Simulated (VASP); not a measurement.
# Ca3C (Pm-3m) in VASP: further runs

Ca3C is run at these levels: PBE; tasks: single point, relaxation of cell and atoms.

All numbers are computed with VASP 6.6.1; they aren't measurements. Logs are shortened: lines on timing, memory, paths and dates and some standing lists are left out, and cuts for length are marked.

## (1) The cell of the first run

Symmetry: Pm-3m, No. 221, cubic system. The conventional cell has a = 4.483 Å, b = 4.483 Å, c = 4.483 Å, α = 90.00°, β = 90.00°, γ = 90.00°. Within 4.2 Å of Ca (site symmetry 4/mmm) lie 8 Ca at 3.17 Å and 4 C at 3.17 Å. Within 4.2 Å of C (site symmetry m-3m) lie 12 Ca at 3.17 Å.

## (2) Single point, PBE

The input, INCAR:

```
  ALGO = Normal
  EDIFF = 1E-7
  ENCUT = 520
  GGA = PE
  ISIF = 2
  ISMEAR = 0
  LASPH = T
  LCHARG = T
  LELF = T
  LREAL = F
  LVHAR = T
  LWAVE = F
  NBANDS = 25
  NELM = 100
  PREC = Accurate
  SIGMA = 0.1
```

The input, KPOINTS:

```
k-points
0
Gamma
  4 4 4
```

The input, POSCAR:

```
Ca3C
1.0
    4.4834607621      0.0000000000      0.0000000000
    0.0000000000      4.4834607621      0.0000000000
    0.0000000000      0.0000000000      4.4834607621
Ca C
3 1
Direct
    0.0000000000      0.5000000000      0.5000000000
    0.5000000000      0.0000000000      0.5000000000
    0.5000000000      0.5000000000      0.0000000000
    0.0000000000      0.0000000000      0.0000000000
```

Potentials or basis: VASP PAW PBE potentials, release 64 (Ca_sv, C).

Started as:

```console
cat potpaw_PBE.64/Ca_sv/POTCAR potpaw_PBE.64/C/POTCAR > POTCAR
mpirun -np 1 vasp_std > vasp.out
```

OUTCAR:

```text
EDIFF = 1E-7
   ENCUT = 520
   GGA = PE
   ISIF = 2
   ISMEAR = 0
   LASPH = T
   LREAL = F
   NELM = 100
   PREC = Accurate

 ion  position               nearest neighbor table
   1  0.000  0.500  0.500-   2 3.17   3 3.17   3 3.17   2 3.17   2 3.17   3 3.17   3 3.17   2 3.17

   2  0.500  0.000  0.500-   1 3.17   3 3.17   3 3.17   1 3.17   3 3.17   3 3.17   1 3.17   1 3.17

   3  0.500  0.500  0.000-   1 3.17   2 3.17   1 3.17   2 3.17   2 3.17   2 3.17   1 3.17   1 3.17

   4  0.000  0.000  0.000-

  LATTYP: Found a simple cubic cell.
 ALAT       =     4.4834607621

  Lattice vectors:

 A1 = (   4.4834607621,   0.0000000000,   0.0000000000)
 A2 = (   0.0000000000,   4.4834607621,   0.0000000000)
 A3 = (   0.0000000000,   0.0000000000,   4.4834607621)

Analysis of symmetry for initial positions (statically):
=====================================================================
 Subroutine PRICEL returns:
 Original cell was already a primitive cell.

 Routine SETGRP: Setting up the symmetry group for a
 simple cubic supercell.

 Subroutine GETGRP returns: Found 48 space group operations
[... 9 lines left out ...]

 Routine SETGRP: Setting up the symmetry group for a
 simple cubic supercell.

 Subroutine GETGRP returns: Found 48 space group operations
[... 11 lines left out ...]
                                     Primitive cell

  volume of cell :      90.1239

  direct lattice vectors                    reciprocal lattice vectors
     4.483460762  0.000000000  0.000000000     0.223041988  0.000000000  0.000000000
     0.000000000  4.483460762  0.000000000     0.000000000  0.223041988  0.000000000
     0.000000000  0.000000000  4.483460762     0.000000000  0.000000000  0.223041988

  length of vectors
     4.483460762  4.483460762  4.483460762     0.223041988  0.223041988  0.223041988

  position of ions in fractional coordinates (direct lattice)
     0.000000000  0.500000000  0.500000000
     0.500000000  0.000000000  0.500000000
     0.500000000  0.500000000  0.000000000
     0.000000000  0.000000000  0.000000000

  ion indices of the primitive-cell ions
   primitive index   ion index
                 1           1
                 2           2
                 3           3
                 4           4

----------------------------------------------------------------------------------------

[... 49 lines left out ...]
   LNONCOLLINEAR =      F non collinear calculations
   LSORBIT =      F    spin-orbit coupling
   LASPH  =      T    aspherical Exc in radial PAW
   ENCUT  =  520.0 eV  38.22 Ry    6.18 a.u.   8.34  8.34  8.34*2*pi/ulx,y,z
   NELM   =    100;   NELMIN=  2; NELMDL= -5     # of ELM steps
   EDIFF  = 0.1E-06   stopping-criterion for ELM
   LREAL  =      F    real-space projection
   EDIFFG = 0.1E-05   stopping-criterion for IOM
   NSW    =      0    number of steps for IOM
   IBRION =     -1    ionic relax: 0-MD 1-quasi-New 2-CG
   NFREE  =      0    steps in history (QN), initial steepest desc. (CG)
   ISIF   =      2    stress and relaxation
   ISYM   =      2    0-nonsym 1-usesym 2-fastsym
   POTIM  = 0.5000    time-step for ionic-motion
   TEBEG  =    0.0;   TEEND  =   0.0 temperature during run
   PSTRESS=    0.0 pullay stress
   NELECT =      34.0000    total number of electrons
   NUPDOWN=      -1.0000    fix difference up-down
   EMIN   =  10.00;   EMAX   =-10.00  energy-range for DOS
   EFERMI =   0.00;   METHOD = LEGACY
   ISMEAR =     0;   SIGMA  =   0.10  broadening in eV -4-tet -1-fermi 0-gaus
   EFERMI_NEDOS =   21; number of points for ismear=-14 and -15
   IALGO  =     38    algorithm
   IMIX   =      4    mixing-type and parameters
     AMIX     =   0.40;   BMIX     =  1.00
     AMIX_MAG =   1.60;   BMIX_MAG =  1.00
  volume/ion in A,a.u.               =      22.53       152.05
  Fermi-wavevector in a.u.,A,eV,Ry     =   1.182917  2.235390 19.038546  1.399294
  Thomas-Fermi vector in A             =   2.319162
   LORBIT       =      0    0 simple, 1 ext, 2 COOP (PROOUT), +10 PAW based schemes
   GGA     = PE    functional components
   LHFCALC =     F    Hartree Fock is set to
   AEXX    =    0.0000 exact exchange contribution
   IVDW    =     0    specifies the selected vdW correction
   LEPSILON=     F    determine dielectric tensor
   LRPA    =     F    only Hartree local field effects (RPA)
 non-spin polarized calculation
 Gauss-broadening in eV      SIGMA  =   0.10
  energy-cutoff  :      520.00
  volume of cell :       90.12
 maximum number of plane-waves:      2469
 NGX is ok and might be reduce to    36
   NGX = 17   NGY = 17   NGZ = 17

 number of electron      33.9999996 magnetization

 Free energy of the ion-electron system (eV)
  ---------------------------------------------------
  ext. energy  EPLUGINS =         0.00000000
  ---------------------------------------------------
  free energy    TOTEN  =       -11.40519258 eV

  energy without entropy =      -11.40073408  energy(sigma->0) =      -11.40296333

 E-fermi :   3.5920     XC(G=0):  -9.4275

 val. band max:        3.4511471490   @ k =   0.5000   0.2500   0.2500
 cond. band min:       3.6012348356   @ k =   0.0000   0.0000   0.0000
 fundamental gap:      0.1500876865
 Fermi energy:         3.5919677962

 k-point     1 :       0.0000    0.0000    0.0000
  band No.  band energies     occupation
      1     -37.5901      2.00000
      2     -37.4053      2.00000
      3     -37.4053      2.00000
      4     -18.8981      2.00000
      5     -18.8981      2.00000
      6     -18.8981      2.00000
[... 269 lines left out ...]
     24       6.6034      0.00000
     25       7.6092      0.00000

------------------------ aborting loop because EDIFF is reached ----------------------------------------

  FORCE on cell =-STRESS in cart. coord.  units (eV):
  Direction    XX          YY          ZZ          XY          YZ          ZX
  --------------------------------------------------------------------------------------
  -------------------------------------------------------------------------------------
  Total        0.5235088      0.5235088      0.5235088     -0.0000000     -0.0000000      0.0000000
  in kB        9.3066723      9.3066723      9.3066723     -0.0000000     -0.0000000      0.0000000
  external PRESSURE =       9.3066723 kB  Pullay stress =       0.0000000 kB

 VOLUME and BASIS-vectors are now :
 -----------------------------------------------------------------------------
  energy-cutoff  :      520.00
  volume of cell :       90.12
      direct lattice vectors                 reciprocal lattice vectors
     4.483460762  0.000000000  0.000000000     0.223041988  0.000000000  0.000000000
     0.000000000  4.483460762  0.000000000     0.000000000  0.223041988  0.000000000
     0.000000000  0.000000000  4.483460762     0.000000000  0.000000000  0.223041988

 POSITION                                       TOTAL-FORCE (eV/Angst)
 -----------------------------------------------------------------------------------
      0.00000      2.24173      2.24173         0.000000      0.000000      0.000000
      2.24173      0.00000      2.24173         0.000000      0.000000      0.000000
      2.24173      2.24173      0.00000         0.000000      0.000000      0.000000
      0.00000      0.00000      0.00000         0.000000      0.000000      0.000000
 -----------------------------------------------------------------------------------
    total drift:                                0.000000      0.000000      0.000000

  FREE ENERGIE OF THE ION-ELECTRON SYSTEM (eV)
  ---------------------------------------------------
  free  energy   TOTEN  =       -11.4051925796 eV

  energy  without entropy=      -11.4007340816  energy(sigma->0) =      -11.40296333
```

OSZICAR:

```text
N       E                     dE             d eps       ncg     rms          rms(c)
DAV:   1     0.323566553631E+03    0.32357E+03   -0.17069E+04   500   0.134E+03
DAV:   2     0.958731355280E+01   -0.31398E+03   -0.30709E+03   535   0.390E+02
DAV:   3    -0.111324605270E+02   -0.20720E+02   -0.20387E+02   915   0.764E+01
DAV:   4    -0.123098235366E+02   -0.11774E+01   -0.11700E+01   688   0.168E+01
DAV:   5    -0.123663905072E+02   -0.56567E-01   -0.56540E-01   775   0.345E+00    0.692E+00
DAV:   6    -0.117112854773E+02    0.65511E+00   -0.92225E+00   707   0.691E+00    0.406E+00
DAV:   7    -0.114325784565E+02    0.27871E+00   -0.15757E+00   659   0.400E+00    0.193E+00
DAV:   8    -0.114183145970E+02    0.14264E-01   -0.19808E-01   728   0.214E+00    0.706E-01
DAV:   9    -0.114069988534E+02    0.11316E-01   -0.12889E-01   805   0.923E-01    0.332E-01
DAV:  10    -0.114054146878E+02    0.15842E-02   -0.85958E-03   743   0.312E-01    0.197E-01
DAV:  11    -0.114052355642E+02    0.17912E-03   -0.15628E-03   694   0.172E-01    0.429E-02
DAV:  12    -0.114051966935E+02    0.38871E-04   -0.43590E-04   750   0.634E-02    0.202E-02
DAV:  13    -0.114051961017E+02    0.59189E-06   -0.48841E-05   695   0.212E-02    0.147E-02
DAV:  14    -0.114051931593E+02    0.29424E-05   -0.42997E-06   688   0.123E-02    0.468E-03
DAV:  15    -0.114051923760E+02    0.78333E-06   -0.43826E-06   571   0.505E-03    0.145E-03
DAV:  16    -0.114051925396E+02   -0.16361E-06   -0.32887E-07   545   0.243E-03    0.795E-04
DAV:  17    -0.114051925796E+02   -0.40051E-07   -0.92210E-09   341   0.597E-04
   1 F= -.11405193E+02 E0= -.11402963E+02  d E =-.445850E-02
```

stdout:

```text
POSCAR found type information on POSCAR CaC
 POSCAR found :  2 types and       4 ions
 scaLAPACK will be used
 LDA part: xc-table for (Slater+PW92), standard interpolation
 POSCAR, INCAR and KPOINTS ok, starting setup
 FFT: planning ... GRIDC
 FFT: planning ... GRID_SOFT
 FFT: planning ... GRID
 WAVECAR not read
 entering main loop
```

It took 52 s on 1 thread of Oxide Virtual Turin-like, shared host; peak memory 0.16 GiB.

What came out:

| Item | Value |
| --- | --- |
| Free energy | -11.4052 eV |
| Pressure | 0.9 GPa |
| Band gap on the k mesh | zero (band 17 reaches 3.60 eV, above the bottom of band 18 at 3.44 eV) |

## (3) Single point, PBE

This run uses another cell than the first one, of 23.12 Å³/atom, 1.026 times its volume.

The input, INCAR:

```
SYSTEM = Ca3C
ALGO = Normal ; EDIFF = 1E-6
ENCUT = 520 ; GGA = PE
ISIF = 2 ; ISMEAR = 0
LASPH = .TRUE. ; LCHARG = .TRUE.
LELF = .TRUE. ; LREAL = .FALSE.
LVHAR = .TRUE. ; LWAVE = .FALSE.
NBANDS = 25 ; NELM = 100
PREC = Accurate ; SIGMA = 0.1
```

The input, KPOINTS:

```
k-points
0
G
  10 10 10
  0 0 0
```

The input, POSCAR:

```
Ca3C
1.0
    4.5220069247      0.0000000000      0.0000000000
    0.0000000000      4.5220069247      0.0000000000
    0.0000000000      0.0000000000      4.5220069247
Ca C
3 1
Direct
    0.0000000000      0.5000000000      0.5000000000
    0.5000000000      0.0000000000      0.5000000000
    0.5000000000      0.5000000000      0.0000000000
    0.0000000000      0.0000000000      0.0000000000
```

Potentials or basis: VASP PAW PBE potentials, release 64 (Ca_sv, C).

Started as:

```console
cat potpaw_PBE.64/Ca_sv/POTCAR potpaw_PBE.64/C/POTCAR > POTCAR
mpirun -np 1 vasp_std > vasp.out
```

It took 2.8 min on 1 thread of Oxide Virtual Turin-like, shared host; peak memory 0.23 GiB.

It converged, with:

| Property | Result |
| --- | --- |
| Free energy | -11.4186 eV |
| Pressure | 0.1 GPa |
| Band gap on the k mesh | zero (band 17 reaches 3.54 eV, above the bottom of band 18 at 3.28 eV) |

Levels at points of the mesh, in eV from the Fermi level:
| k point | band 13 | band 14 | band 15 | band 16 | band 17 | band 18 | band 19 | band 20 | band 21 | band 22 |
| --- | --- | --- | --- | --- | --- | --- | --- | --- | --- | --- |
| (0.00, 0.00, 0.00) | -8.38 | -2.66 | -0.04 | -0.04 | -0.04 | 0.47 | 0.47 | 0.89 | 0.89 | 0.89 |
| (0.50, 0.00, 0.00) | -8.00 | -2.96 | -0.78 | -0.63 | -0.63 | 1.32 | 1.44 | 1.76 | 2.28 | 2.28 |
| (0.50, 0.50, 0.00) | -7.85 | -1.96 | -1.96 | -0.81 | -0.48 | 1.47 | 1.52 | 1.52 | 2.60 | 2.60 |
| (0.50, 0.50, 0.50) | -7.91 | -0.92 | -0.92 | -0.92 | -0.24 | -0.24 | -0.24 | 1.35 | 2.48 | 2.91 |

## (4) Relaxation of cell and atoms, PBE

The input, INCAR:

```
ALGO = Normal ; EDIFF = 1E-7
EDIFFG = -0.01 ; ENCUT = 600
GGA = PE ; IBRION = 2
ISIF = 3 ; ISMEAR = 0
LASPH = True ; LCHARG = False
LREAL = False ; LWAVE = False
NELM = 80 ; NSW = 100
PREC = Accurate ; SIGMA = 0.1
```

The input, KPOINTS:

```
k-points
0
Gamma
  10 10 10
```

The input, POSCAR:

```
Ca3C
1.0
    4.4834607621      0.0000000000      0.0000000000
    0.0000000000      4.4834607621      0.0000000000
    0.0000000000      0.0000000000      4.4834607621
Ca C
3 1
Direct
    0.0000000000      0.5000000000      0.5000000000
    0.5000000000      0.0000000000      0.5000000000
    0.5000000000      0.5000000000      0.0000000000
    0.0000000000      0.0000000000      0.0000000000
```

Started as:

```console
cat potpaw_PBE.64/Ca_sv/POTCAR potpaw_PBE.64/C/POTCAR > POTCAR
mpirun -np 1 vasp_std > vasp.out
```

It took 6.6 min on 1 thread of Oxide Virtual Turin-like, shared host; peak memory 0.26 GiB.

The run converged. Its results:

| Property | Result |
| --- | --- |
| Free energy | -11.4183 eV |
| Relaxed volume | 23.21 Å³/atom |
| Relaxed cell | a = 4.528 Å, b = 4.528 Å, c = 4.528 Å, α = 90.00°, β = 90.00°, γ = 90.00° |
| Space group after relaxing (to 0.05 Å) | Pm-3m (No. 221) |
| Energy gained by relaxing | 1.9 meV/atom |
| Ionic steps | 3 |
| Pressure after relaxing | 0.0 GPa |
| Band gap on the k mesh | zero (band 17 reaches 3.52 eV, above the bottom of band 18 at 3.25 eV) |

The path:
```csv
step,energy change (eV),largest force (eV/Å),pressure (GPa),volume (Å³)
1,0.0000,0.0000,0.93,90.12
2,-0.0067,0.0000,0.33,91.84
3,-0.0077,0.0000,0.00,92.84
```

Final structure:
```yaml
crystal:
  lattice:
    - [4.52813, 0.00000, 0.00000]
    - [0.00000, 4.52813, 0.00000]
    - [0.00000, 0.00000, 4.52813]
  atoms:
    - { symbol: Ca, position: [0.00000, 0.50000, 0.50000] }
    - { symbol: Ca, position: [0.50000, 0.00000, 0.50000] }
    - { symbol: Ca, position: [0.50000, 0.50000, 0.00000] }
    - { symbol: C, position: [0.00000, 0.00000, 0.00000] }
```

Levels at points of the mesh, in eV from the Fermi level:
| k point | band 14 | band 15 | band 16 | band 17 | band 18 | band 19 | band 20 | band 21 |
| --- | --- | --- | --- | --- | --- | --- | --- | --- |
| (0.00, 0.00, 0.00) | -2.66 | -0.03 | -0.03 | -0.03 | 0.47 | 0.47 | 0.89 | 0.89 |
| (0.50, 0.00, 0.00) | -2.96 | -0.77 | -0.62 | -0.62 | 1.32 | 1.42 | 1.76 | 2.28 |
| (0.50, 0.50, 0.00) | -1.95 | -1.95 | -0.80 | -0.49 | 1.47 | 1.52 | 1.52 | 2.60 |
| (0.50, 0.50, 0.50) | -0.92 | -0.92 | -0.92 | -0.24 | -0.24 | -0.24 | 1.34 | 2.47 |

## (5) Overview

| task | cell | k mesh | cutoff (eV) | gap on the mesh (eV) | pressure (GPa) |
| --- | --- | --- | --- | --- | --- |
| single point | a = 4.483 Å, 4 atoms | 4 × 4 × 4 | 520 | none | 0.9 |
| single point | a = 4.522 Å, 4 atoms | 10 × 10 × 10 | 520 | none | 0.1 |
| relaxation of cell and atoms | relaxed from a = 4.483 Å, 4 atoms | 10 × 10 × 10 | 600 | none | 0.0 |

Alike in all rows: level PBE; potentials or basis VASP PAW PBE potentials, release 64 (Ca_sv, C); no spin polarisation; smearing gaussian 0.1 eV.

Total energies depend on the potentials used, so only differences within one code and one set of settings carry meaning.
